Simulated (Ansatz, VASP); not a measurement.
# One calculation of TiO2, two programs

```
Ti O
1.0
    -1.81320    1.81320    4.62910
     1.81320   -1.81320    4.62910
     1.81320    1.81320   -4.62910
Ti O
2 4
Direct
  0.00000 0.00000 0.00000
  0.75000 0.25000 0.50000
  0.20523 0.20523 0.00000
  0.95523 0.45523 0.50000
  0.54477 0.04477 0.50000
  0.79477 0.79477 0.00000
```

Alike in both runs: task single point; functional PBE; k mesh 8 × 8 × 8; occupations gaussian, width 0.05 eV; no spin polarisation; Hubbard terms Ti d U = 4.0 eV.

```csv
,VASP,Ansatz
version,VASP 6.6.1,Ansatz 0.2.0
potentials or method,"VASP PAW PBE potentials, release 64 (Ti_sv, O), cutoff 520 eV","scalar-relativistic, plane waves, PAW"
valence electrons in the cell,48,48
```

Ansatz gave:

```
gap on the k mesh at the Fermi level (eV) : 3.08
least direct gap on the mesh (eV)         : 3.34
rms of the force components (eV/Å)        : 0.535
```

Task: Estimate VASP's values.

Result: gap on the k mesh at the Fermi level (eV): 3.10; least direct gap on the mesh (eV): 3.38; rms of the force components (eV/Å): 0.630.

The programs project onto different local orbitals, so the same U acts differently, and such runs can settle in different states. Atom by atom the forces differ by 0.095 eV/Å (rms over components).
